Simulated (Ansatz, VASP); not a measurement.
## Two plane-wave programs on AlN

```
CELL_PARAMETERS angstrom
0.00000 2.18488 2.25042
2.18488 0.00000 2.25042
2.18488 2.18488 0.00000
ATOMIC_POSITIONS crystal
Al 0.00000 0.00000 0.00000
N 0.25000 0.25000 0.25000
```

Change from the starting cell: uniaxial_z strain +3.0%.

Alike in both runs: task single point; functional HSE06; k mesh 8 × 8 × 8; no spin polarisation.

```csv
,VASP,Ansatz
version,VASP 6.6.1,Ansatz 0.2.0
potentials or method,"VASP PAW PBE potentials, release 64 (Al, N)","plane waves, PAW"
plane-wave cutoff (eV),520,420
occupations,"gaussian, width 0.01 eV",fixed
valence electrons in the cell,8,8
```

VASP gave:

| Quantity | Value |
| --- | --- |
| gap on the k mesh at the Fermi level (eV) | 4.44 |
| pressure (GPa) | -6.7 |
| traceless stress, the component that is largest in VASP (GPa) | -3.16 |

What did Ansatz give for the same quantities?

gap on the k mesh at the Fermi level (eV): 4.44; pressure (GPa): -6.6; traceless stress, the component that is largest in VASP (GPa): -3.13.

Ansatz's warnings: stress exchange threshold loose, stress scf threshold loose.
